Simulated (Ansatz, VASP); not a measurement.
# One calculation of MgO, two programs

File INCAR:

```
PREC     = Accurate       # precision mode
ENCUT    = 520            # plane-wave cutoff, eV
EDIFF    = 1E-6           # SCF threshold, eV
ISMEAR   = 0              # smearing method
SIGMA    = 0.05           # smearing width, eV
LREAL    = False          # projectors in reciprocal space
LASPH    = True           # aspherical terms in the spheres
NELM     = 60             # most SCF steps
ALGO     = Normal         # electronic algorithm
ISIF     = 2              # what is computed and relaxed
LWAVE    = False          # write WAVECAR
LCHARG   = False          # write CHGCAR
GGA      = PS             # functional
NBANDS   = 26             # bands
```

The input KPOINTS:

```
Automatic mesh
0
Gamma
  9 9 4
```

POSCAR

```
MgO
1.0
    3.2553371795      0.0000000000      0.0000000000
   -1.6276685897      2.8192046953      0.0000000000
    0.0000000000      0.0000000000     10.4149514991
Mg O
4 4
Direct
    0.3333333333      0.6666666667      0.9695963559
    0.0000000000      0.0000000000      0.2209473890
    0.0000000000      0.0000000000      0.7209473890
    0.6666666667      0.3333333333      0.4695963559
    0.3333333333      0.6666666667      0.7799156657
    0.0000000000      0.0000000000      0.5794669904
    0.0000000000      0.0000000000      0.0295387694
    0.6666666667      0.3333333333      0.2799156657
```

Input for Ansatz:

```yaml
crystal:
  lattice:
    - [3.2553371795, 0.0, 0.0]
    - [-1.6276685897, 2.8192046953, 0.0]
    - [0.0, 0.0, 10.4149514991]
  atoms:
    - { symbol: Mg, position: [0.3333333333, 0.6666666667, 0.9695963559] }
    - { symbol: Mg, position: [0.0, 0.0, 0.220947389] }
    - { symbol: Mg, position: [0.0, 0.0, 0.720947389] }
    - { symbol: Mg, position: [0.6666666667, 0.3333333333, 0.4695963559] }
    - { symbol: O, position: [0.3333333333, 0.6666666667, 0.7799156657] }
    - { symbol: O, position: [0.0, 0.0, 0.5794669904] }
    - { symbol: O, position: [0.0, 0.0, 0.0295387694] }
    - { symbol: O, position: [0.6666666667, 0.3333333333, 0.2799156657] }
basis:
  ecutwfc: 420
kpoints:
  mp_grid: { grid: [9, 9, 4] }
hamiltonian:
  xc: pbesol
  pseudopotentials: { kind: paw, azcp: { folder: soft_1 } }
scf:
  occupations: { method: gaussian, width: 0.05 }
output:
  forces: true
  stress: true
  eigenvalues: true
```

Alike in both runs: task single point; functional PBEsol; k mesh 9 × 9 × 4; occupations gaussian, width 0.05 eV; no spin polarisation.

|  | VASP | Ansatz |
| --- | --- | --- |
| version | VASP 6.6.1 | Ansatz 0.2.0 |
| potentials or method | VASP PAW PBE potentials, release 64 (Mg, O), cutoff 520 eV | scalar-relativistic, plane waves, PAW |
| valence electrons in the cell | 32 | 64 |

```csv
,VASP,Ansatz,Ansatz less VASP
gap on the k mesh at the Fermi level (eV),1.36,1.42,+0.063
least direct gap on the mesh (eV),1.36,1.42,+0.063
pressure (GPa),11.4,10.7,-0.74
"traceless stress, the component that is largest in VASP (GPa)",25.45,23.57,-1.875
rms of the force components (eV/Å),5.585,5.242,-0.3434
```

VASP's potentials were made for PBE, not for PBEsol, and Ansatz warns of the same on its side. Atom by atom the forces differ by 0.347 eV/Å (rms over components). VASP's potentials hold 32 valence electrons a cell and Ansatz's 64, so a difference there can come from the potentials and not from the codes.
